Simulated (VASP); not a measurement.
# Zr (P6_3/mmc) in VASP: notebook

The runs below take Zr through relaxation of shape and atoms at fixed volume, single point, with PBE.

Everything below comes from runs of VASP 6.6.1. Logs are shortened: lines on timing, memory, paths and dates and some standing lists are left out, and cuts for length are marked.

## (1) The cell of the first run

Symmetry: P6_3/mmc, No. 194, hexagonal system. Conventional cell: a = 2.599 Å, b = 2.599 Å, c = 4.159 Å, α = 90.00°, β = 90.00°, γ = 120.00°. Within 3.4 Å of Zr (site symmetry -6m2) lie 12 Zr at 2.56 to 2.60 Å.

## (2) Relaxation of shape and atoms at fixed volume, PBE

File INCAR:

```
SYSTEM = Zr
ALGO = Normal
EDIFF = 1E-6
EDIFFG = -0.005
ENCUT = 600
GGA = PE
IBRION = 2
ISIF = 4
ISMEAR = -1
LASPH = .TRUE.
LCHARG = .FALSE.
LREAL = .FALSE.
LWAVE = .FALSE.
NELM = 60
NSW = 50
PREC = Accurate
SIGMA = 0.05
```

File KPOINTS:

```
k-points
0
G
  15 15 8
  0 0 0
```

File POSCAR:

```
Zr
1.0
    2.5985741677      0.0000000000      0.0000000000
   -1.2992870839      2.2504312429      0.0000000000
    0.0000000000      0.0000000000      4.1588500770
Zr
2
Direct
    0.3333333333      0.6666666667      0.2500000000
    0.6666666667      0.3333333333      0.7500000000
```

Potentials or basis: VASP PAW PBE potentials, release 64 (Zr_sv).

Launch:

```sh
$ cat potpaw_PBE.64/Zr_sv/POTCAR > POTCAR
$ mpirun -np 1 vasp_std > vasp.out
```

OUTCAR:

```text
SYSTEM = Zr
   EDIFF = 1E-6
   EDIFFG = -0.005
   ENCUT = 600
   GGA = PE
   IBRION = 2
   ISIF = 4
   ISMEAR = -1
   LASPH = .TRUE.
   LREAL = .FALSE.
   NELM = 60
   NSW = 50
   PREC = Accurate

 ion  position               nearest neighbor table
   1  0.333  0.667  0.250-   2 2.56   2 2.56   2 2.56   2 2.56   2 2.56   2 2.56   2 3.65   2 3.65
                             2 3.65   2 3.65   2 3.65   2 3.65
   2  0.667  0.333  0.750-   1 2.56   1 2.56   1 2.56   1 2.56   1 2.56   1 2.56   1 3.65   1 3.65
                             1 3.65   1 3.65   1 3.65   1 3.65

  LATTYP: Found a hexagonal cell.
 ALAT       =     2.5985741677
 C/A-ratio  =     1.6004353960

  Lattice vectors:

 A1 = (   2.5985741677,   0.0000000000,   0.0000000000)
 A2 = (  -1.2992870839,   2.2504312429,   0.0000000000)
 A3 = (   0.0000000000,   0.0000000000,   4.1588500770)

Analysis of symmetry for initial positions (statically):
=====================================================================
 Subroutine PRICEL returns:
 Original cell was already a primitive cell.

 Routine SETGRP: Setting up the symmetry group for a
 hexagonal supercell.

 Subroutine GETGRP returns: Found 24 space group operations
 (whereof 12 operations were pure point group operations)
 out of a pool of 24 trial point group operations.

The static configuration has the point symmetry D_3d.
 The point group associated with its full space group is D_6h.

Analysis of symmetry for dynamics (positions and initial velocities):
=====================================================================
 Subroutine PRICEL returns:
 Original cell was already a primitive cell.

 Routine SETGRP: Setting up the symmetry group for a
 hexagonal supercell.

 Subroutine GETGRP returns: Found 24 space group operations
 (whereof 12 operations were pure point group operations)
 out of a pool of 24 trial point group operations.

The dynamic configuration has the point symmetry D_3d.
 The point group associated with its full space group is D_6h.

 Subroutine INISYM returns: Found 24 space group operations
 (whereof 12 operations are pure point group operations),
 and found     1 'primitive' translations

----------------------------------------------------------------------------------------

                                     Primitive cell

  volume of cell :      24.3206

  direct lattice vectors                    reciprocal lattice vectors
     2.598574168  0.000000000  0.000000000     0.384826422  0.222179639  0.000000000
    -1.299287084  2.250431243  0.000000000     0.000000000  0.444359277  0.000000000
     0.000000000  0.000000000  4.158850077     0.000000000  0.000000000  0.240451082

  length of vectors
     2.598574168  2.598574168  4.158850077     0.444359277  0.444359277  0.240451082

  position of ions in fractional coordinates (direct lattice)
     0.333333333  0.666666667  0.250000000
     0.666666667  0.333333333  0.750000000

  ion indices of the primitive-cell ions
   primitive index   ion index
                 1           1
                 2           2

----------------------------------------------------------------------------------------

 KPOINTS: k-points

Automatic generation of k-mesh.
 Grid dimensions read from file:
 generate k-points for:   15   15    8

 Generating k-lattice:

  Cartesian coordinates                     Fractional coordinates (reciprocal lattice)
     0.025655095  0.014811976  0.000000000     0.066666667 -0.000000000  0.000000000
     0.000000000  0.029623952  0.000000000     0.000000000  0.066666667  0.000000000
     0.000000000  0.000000000  0.030056385     0.000000000  0.000000000  0.125000000

  Length of vectors
     0.029623952  0.029623952  0.030056385

  Shift w.r.t. Gamma in fractional coordinates (k-lattice)
     0.000000000  0.000000000  0.000000000

 Subroutine IBZKPT returns following result:
 ===========================================

 Found    135 irreducible k-points:

 Following reciprocal coordinates:
            Coordinates               Weight
  0.000000  0.000000  0.000000      1.000000
  0.066667 -0.000000  0.000000      6.000000
  0.133333  0.000000  0.000000      6.000000
  0.200000 -0.000000  0.000000      6.000000
  0.266667  0.000000  0.000000      6.000000
  0.333333  0.000000  0.000000      6.000000
[... 16 lines left out ...]
  0.333333  0.200000  0.000000     12.000000
  0.400000  0.200000  0.000000      6.000000
 [... further k-points ...]
   k-points           NKPTS =    135   k-points in BZ     NKDIM =    135   number of bands    NBANDS=     16
   number of dos      NEDOS =    301   number of ions     NIONS =      2
   total plane-waves  NPLWV =  20736
   dimension x,y,z NGX =    24 NGY =   24 NGZ =   36
   dimension x,y,z NGXF=    48 NGYF=   48 NGZF=   72
   ions per type =               2
   NGX,Y,Z   is equivalent  to a cutoff of  15.35, 15.35, 14.39 a.u.
   NGXF,Y,Z  is equivalent  to a cutoff of  30.71, 30.71, 28.78 a.u.
 SYSTEM =  Zr
   PREC   = accura    normal or accurate (medium, high low for compatibility)
   ISTART =      0    job   : 0-new  1-cont  2-samecut
   ICHARG =      2    charge: 1-file 2-atom 10-const
   ISPIN  =      1    spin polarized calculation?
   LNONCOLLINEAR =      F non collinear calculations
   LSORBIT =      F    spin-orbit coupling
   LASPH  =      T    aspherical Exc in radial PAW
   ENCUT  =  600.0 eV  44.10 Ry    6.64 a.u.   5.19  5.19  8.31*2*pi/ulx,y,z
   NELM   =     60;   NELMIN=  2; NELMDL= -5     # of ELM steps
   EDIFF  = 0.1E-05   stopping-criterion for ELM
   LREAL  =      F    real-space projection
   EDIFFG = -.5E-02   stopping-criterion for IOM
   NSW    =     50    number of steps for IOM
   IBRION =      2    ionic relax: 0-MD 1-quasi-New 2-CG
   NFREE  =      1    steps in history (QN), initial steepest desc. (CG)
   ISIF   =      4    stress and relaxation
   ISYM   =      2    0-nonsym 1-usesym 2-fastsym
   POTIM  = 0.5000    time-step for ionic-motion
   TEBEG  =    0.0;   TEEND  =   0.0 temperature during run
   PSTRESS=    0.0 pullay stress
   NELECT =      24.0000    total number of electrons
   NUPDOWN=      -1.0000    fix difference up-down
   EMIN   =  10.00;   EMAX   =-10.00  energy-range for DOS
   EFERMI =   0.00;   METHOD = LEGACY
   ISMEAR =    -1;   SIGMA  =   0.05  broadening in eV -4-tet -1-fermi 0-gaus
   EFERMI_NEDOS =   21; number of points for ismear=-14 and -15
   IALGO  =     38    algorithm
   IMIX   =      4    mixing-type and parameters
     AMIX     =   0.40;   BMIX     =  1.00
     AMIX_MAG =   1.60;   BMIX_MAG =  1.00
  volume/ion in A,a.u.               =      12.16        82.06
  Fermi-wavevector in a.u.,A,eV,Ry     =   1.629873  3.080014 36.143703  2.656487
  Thomas-Fermi vector in A             =   2.722268
   LORBIT       =      0    0 simple, 1 ext, 2 COOP (PROOUT), +10 PAW based schemes
   GGA     = PE    functional components
   LHFCALC =     F    Hartree Fock is set to
   AEXX    =    0.0000 exact exchange contribution
   IVDW    =     0    specifies the selected vdW correction
   LEPSILON=     F    determine dielectric tensor
   LRPA    =     F    only Hartree local field effects (RPA)
 conjugate gradient relaxation of ions
 non-spin polarized calculation
  energy-cutoff  :      600.00
  volume of cell :       24.32
 maximum number of plane-waves:       825
 NGX is ok and might be reduce to    24
   NGX = 11   NGY = 11   NGZ = 17

--------------------------------------- Ionic step        1  -------------------------------------------

 number of electron      24.0000000 magnetization

 Free energy of the ion-electron system (eV)
  ---------------------------------------------------
  ext. energy  EPLUGINS =         0.00000000
  ---------------------------------------------------
  free energy    TOTEN  =        -9.44479435 eV

  energy without entropy =       -9.43221143  energy(sigma->0) =       -9.43850289

------------------------ aborting loop because EDIFF is reached ----------------------------------------

  FORCE on cell =-STRESS in cart. coord.  units (eV):
  Direction    XX          YY          ZZ          XY          YZ          ZX
  --------------------------------------------------------------------------------------
  -------------------------------------------------------------------------------------
  Total       24.7625056     24.7625056     28.7366444     -0.0000000      0.0000000      0.0000000
  in kB     1631.2894921   1631.2894922   1893.0954266     -0.0000000      0.0000000      0.0000000
  external PRESSURE =    1718.5581370 kB  Pullay stress =       0.0000000 kB
[... 89 lines left out ...]
  FREE ENERGIE OF THE ION-ELECTRON SYSTEM (eV)
  ---------------------------------------------------
  free  energy   TOTEN  =        -9.6662464161 eV

  energy  without entropy=       -9.6593723999  energy(sigma->0) =       -9.66280941

[... ionic steps 4 to 13 ...]

--------------------------------------- Ionic step       14  -------------------------------------------

 number of electron      24.0000000 magnetization

------------------------ aborting loop because EDIFF is reached ----------------------------------------

  FORCE on cell =-STRESS in cart. coord.  units (eV):
  Direction    XX          YY          ZZ          XY          YZ          ZX
  --------------------------------------------------------------------------------------
  -------------------------------------------------------------------------------------
  Total       26.0620222     26.0620222     26.0939178     -0.0000000      0.0000000      0.0000000
  in kB     1716.8982672   1716.8982691   1718.9994664     -0.0000009      0.0000000      0.0000000
  external PRESSURE =    1717.5986676 kB  Pullay stress =       0.0000000 kB
[... 57 lines left out ...]
  energy  without entropy=       -9.6599997702  energy(sigma->0) =       -9.66333193

--------------------------------------- Ionic step       16  -------------------------------------------

 number of electron      24.0000000 magnetization

 Free energy of the ion-electron system (eV)
  ---------------------------------------------------
  ext. energy  EPLUGINS =         0.00000000
  ---------------------------------------------------
  free energy    TOTEN  =        -9.66666881 eV

  energy without entropy =       -9.65999314  energy(sigma->0) =       -9.66333098

 E-fermi :  18.2931     XC(G=0): -14.4270

 val. band max:       18.2890048649   @ k =   0.3333   0.3333   0.2500
 cond. band min:      18.3254257154   @ k =   0.1333   0.0667   0.2500
 fundamental gap:      0.0364208504
 Fermi energy:        18.2931330804

 k-point     1 :       0.0000    0.0000    0.0000
  band No.  band energies     occupation
      1     -31.0396      2.00000
      2     -29.9569      2.00000
      3     -11.0226      2.00000
      4      -6.1293      2.00000
      5      -5.6749      2.00000
      6      -5.6749      2.00000
[... 8 lines left out ...]
     15      20.2600      0.00000
     16      23.2838      0.00000
[... 420 lines left out ...]
  band No.  band energies     occupation
      1     -29.1655      2.00000
      2     -28.9311      2.00000
      3     -10.6860      2.00000
      4     -10.0154      2.00000
      5      -8.5169      2.00000
      6      -8.1302      2.00000
[... 8 lines left out ...]
     15      21.0801      0.00000
     16      25.5464      0.00000

 [... further k-points ...]

------------------------ aborting loop because EDIFF is reached ----------------------------------------

  FORCE on cell =-STRESS in cart. coord.  units (eV):
  Direction    XX          YY          ZZ          XY          YZ          ZX
  --------------------------------------------------------------------------------------
  -------------------------------------------------------------------------------------
  Total       26.0746151     26.0746152     26.0695945     -0.0000000      0.0000000      0.0000000
  in kB     1717.7278579   1717.7278601   1717.3971152     -0.0000010      0.0000000      0.0000000
  external PRESSURE =    1717.6176111 kB  Pullay stress =       0.0000000 kB
[... 17 lines left out ...]
  FREE ENERGIE OF THE ION-ELECTRON SYSTEM (eV)
  ---------------------------------------------------
  free  energy   TOTEN  =        -9.6666688127 eV

  energy  without entropy=       -9.6599931380  energy(sigma->0) =       -9.66333098

 reached required accuracy - stopping structural energy minimisation
```

It took 3.9 min on 1 thread of Intel Xeon Platinum 8259CL at 2.50GHz (Skylake/Cascade Lake), shared host; peak memory 0.19 GiB.

What came out:

| Property | Result |
| --- | --- |
| Free energy | -9.6667 eV |
| Energy gained by relaxing | 110.9 meV/atom |
| Ionic steps | 16 |
| Pressure after relaxing | 171.8 GPa |
| Band gap on the k mesh | zero (bands 12 and 13 overlap by 1.55 eV) |

The path:
```
step  energy change (eV)  largest force (eV/Å)  pressure (GPa)  volume (Å³)
   1              0.0000                0.0000          171.86        24.32
   2             -0.2118                0.0000          171.82        24.32
   3             -0.2215                0.0000          171.74        24.32
   4             -0.2219                0.0000          171.78        24.32
   5             -0.2218                0.0000          171.75        24.32
   6             -0.2218                0.0000          171.75        24.32
   7             -0.2218                0.0000          171.75        24.32
   8             -0.2218                0.0000          171.75        24.32
   9             -0.2218                0.0000          171.75        24.32
  10             -0.2218                0.0000          171.75        24.32
  11             -0.2218                0.0000          171.75        24.32
  12             -0.2218                0.0000          171.75        24.32
  13             -0.2219                0.0000          171.76        24.32
  14             -0.2219                0.0000          171.76        24.32
  15             -0.2219                0.0000          171.77        24.32
  16             -0.2219                0.0000          171.76        24.32
```

Final structure:
```xyz
2
Lattice="2.5000 0.0000 0.0000 -1.2500 2.1651 0.0000 0.0000 0.0000 4.4931" Properties=species:S:1:pos:R:3 pbc="T T T"
Zr    0.0000    1.4434    1.1233
Zr    1.2500    0.7217    3.3698
```

(Part 1 of 2 ends here.)
